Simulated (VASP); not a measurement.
Here is a VASP 6.6.1 calculation.

INCAR

```
SYSTEM = Ni
PREC     = Accurate       ! precision mode
ENCUT    = 520            ! plane-wave cutoff, eV
EDIFF    = 1E-6           ! SCF threshold, eV
ISMEAR   = -1             ! smearing method
SIGMA    = 0.1            ! smearing width, eV
LREAL    = .FALSE.        ! projectors in reciprocal space
LASPH    = .TRUE.         ! aspherical terms in the spheres
NELM     = 80             ! most SCF steps
ALGO     = Normal         ! electronic algorithm
ISIF     = 2              ! what is computed and relaxed
LWAVE    = .FALSE.        ! write WAVECAR
LCHARG   = .TRUE.         ! write CHGCAR
GGA      = RE             ! functional
LELF     = .TRUE.         ! ELF
LVHAR    = .TRUE.       
NBANDS   = 28             ! bands
```

The input KPOINTS:

```
Automatic mesh
0
G
  16 16 5
  0 0 0
```

Contents of POSCAR:

```
Ni
1.0
    2.5973675623      0.0000000000      0.0000000000
   -1.2986837811      2.2493862919      0.0000000000
    0.0000000000      0.0000000000      8.5100534199
Ni
4
Direct
    0.0000000000      0.0000000000      0.0000000000
    0.0000000000      0.0000000000      0.5000000000
    0.3333333333      0.6666666667      0.2500000000
    0.6666666667      0.3333333333      0.7500000000
```

Potentials or basis: VASP PAW PBE potentials, release 64 (Ni).

Run with:

```sh
$ cat potpaw_PBE.64/Ni/POTCAR > POTCAR
$ mpirun -np 1 vasp_std > vasp.out
```

Q: What does it give for the pressure?

A: -15.4 GPa.

Q: Estimate the band gap on the k mesh.

A: Zero (bands 20 and 21 overlap by 0.47 eV).

Caveat: the cell stands under tension; the PAW data sets were made with another functional, which shifts forces and pressure a little; the run has no spin polarisation, though such a crystal can be magnetic. Spin polarisation is off, so any magnetic state and its effect on volume and gap are missing.
